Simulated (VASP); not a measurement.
Here is a VASP 6.6.1 calculation.

The input INCAR:

```
SYSTEM = Bi
PREC     = Accurate       ! precision mode
ENCUT    = 500            ! plane-wave cutoff, eV
EDIFF    = 1E-7           ! SCF threshold, eV
ISMEAR   = 0              ! smearing method
SIGMA    = 0.1            ! smearing width, eV
LREAL    = .False.        ! projectors in reciprocal space
LASPH    = .True.         ! aspherical terms in the spheres
NELM     = 120            ! most SCF steps
ALGO     = Normal         ! electronic algorithm
ISIF     = 3              ! what is computed and relaxed
LWAVE    = .False.        ! write WAVECAR
LCHARG   = .False.        ! write CHGCAR
IBRION   = 2              ! ionic algorithm
NSW      = 80             ! ionic steps
EDIFFG   = -0.02          ! ionic threshold
PSTRESS  = 150.0        
GGA_COMPAT= .False.      
NELMIN   = 4
```

KPOINTS

```
Automatic mesh
0
Gamma
  6 6 6
  0 0 0
```

Contents of POSCAR:

```
Bi
1.0
    0.0000000000      2.6000000000      2.6000000000
    2.6000000000      0.0000000000      2.6000000000
    2.6000000000      2.6000000000      0.0000000000
Bi
1
Direct
    0.0000000000      0.0000000000      0.0000000000
```

Potentials or basis: VASP PAW LDA potentials, release 64 (Bi_d).

Command:

```sh
$ cat potpaw_LDA.64/Bi_d/POTCAR > POTCAR
$ mpirun -np 1 vasp_std > vasp.out
```

(1) Estimate the space group after relaxing (to 0.1 Å).

(2) What does it give for the relaxed volume?

(3) Predict the band gap on the k mesh.

(4) Predict the relaxed cell.

## Answers

(1) Fm-3m (No. 225).

(2) 25.07 Å³/atom.

(3) zero (an odd number of electrons rules out a gap without spin polarisation).

(4) a = 3.285 Å, b = 3.285 Å, c = 3.285 Å, α = 60.00°, β = 60.00°, γ = 60.00°.

Caveat: the cell is relaxed towards a set pressure, so the run minimises the enthalpy, not the energy; the volume moved by over 15 % at a fixed basis, so the end points are rough; spin-orbit coupling is left out, which moves the levels of the heavy elements.
